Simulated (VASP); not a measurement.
Write the native input for VASP 6.6.1 that does the following.

```yaml
Task: single point
Functional: PBE
Potentials_or_basis: VASP PAW PBE potentials, release 64 (Na_pv, Cl, K_sv)
Cutoff: 520 eV
k_mesh: 3 × 3 × 2
Occupations: gaussian, width 0.02 eV
Spin: no spin polarisation
Dipole_correction: no
Further_INCAR_settings: LREAL = Auto; ALGO = Normal; EDIFF = 1e-06; NBANDS = 77
```

The structure of K7NaCl8 lies in POSCAR:

```
K7NaCl8
1.0
    7.5471270000     -0.0448640000      0.0012870000
   -0.0461060000      7.6426990000     -0.0151250000
    0.0118970000     -0.0262350000      8.7202470000
Na Cl K
1 8 7
Direct
    0.5671698874      0.1965468308      0.8552227147
    0.4071832200      0.4361466721      0.6155934851
    0.8858639221      0.4346955475      0.8567374655
    0.7301834105      0.9529966763      0.0989244392
    0.9052370559      0.4507159857      0.3569352556
    0.2311919365      0.9395063694      0.3567967717
    0.7289326498      0.9551766205      0.6163534917
    0.4073826202      0.4354136955      0.0968501159
    0.2503157482      0.9560130290      0.8563266771
    0.0681389143      0.6955231302      0.6128201202
    0.0679682578      0.1951856534      0.6086312278
    0.0685409127      0.6947969880      0.1008314181
    0.5681181255      0.1949684641      0.3560666553
    0.0678779618      0.1950267252      0.1043909206
    0.5682336459      0.6950495943      0.3568501148
    0.5683632468      0.6959440120      0.8571996975
```

These files were run (other wordings do the same):

INCAR

```
SYSTEM = K7NaCl8
PREC = Accurate
ENCUT = 520
EDIFF = 1E-6
ISMEAR = 0
SIGMA = 0.02
LREAL = Auto
LASPH = .True.
NELM = 100
ALGO = Normal
ISIF = 2
LWAVE = .False.
LCHARG = .False.
GGA = PE
NBANDS = 77
```

KPOINTS

```
Automatic mesh
0
Gamma
  3 3 2
  0 0 0
```

Potentials or basis: VASP PAW PBE potentials, release 64 (Na_pv, Cl, K_sv).

Command:

```bash
$ cat potpaw_PBE.64/Na_pv/POTCAR potpaw_PBE.64/Cl/POTCAR potpaw_PBE.64/K_sv/POTCAR > POTCAR
$ mpirun -np 1 vasp_std > vasp.out
```

It gave:

* Pressure: 0.0 GPa
* Largest force: 0.020 eV/Å
* Band gap on the k mesh: 4.91 eV, direct

Wall time 6.6 min on 1 thread of Intel(R) Xeon(R) Platinum 8375C CPU @ 2.90GHz (Ice Lake) (shared host), peak memory 0.65 GiB.
